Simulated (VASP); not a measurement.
Sn, 2 atoms in the cell. The typed cell holds 2 atoms: a = 4.387 Å, b = 4.387 Å, c = 4.384 Å, α = 97.23°, β = 97.23°, γ = 138.40°. 

```yaml
Program: VASP 6.6.1
Task: single point
Functional: LDA
Potentials_or_basis: VASP PAW LDA potentials, release 64 (Sn_d)
Cutoff: 520 eV
k_mesh: 17 × 17 × 11
Occupations: fermi-dirac, width 0.1 eV
Spin: no spin polarisation
Dipole_correction: no
Further_INCAR_settings: ALGO = Normal; EDIFF = 1e-06; NBANDS = 21
```

Potentials or basis: VASP PAW LDA potentials, release 64 (Sn_d).

Run with:

```sh
$ cat potpaw_LDA.64/Sn_d/POTCAR > POTCAR
$ mpirun -np 1 vasp_std > vasp.out
```

Hardware: 1 thread of Intel Xeon 8259CL (shared host).

Task: How long does it take, and how much memory?

Result: It took 22 min on 1 thread of Intel Xeon 8259CL, with other jobs on the host, peak memory 0.75 GiB. Counts: scf iterations 10, k points 846.
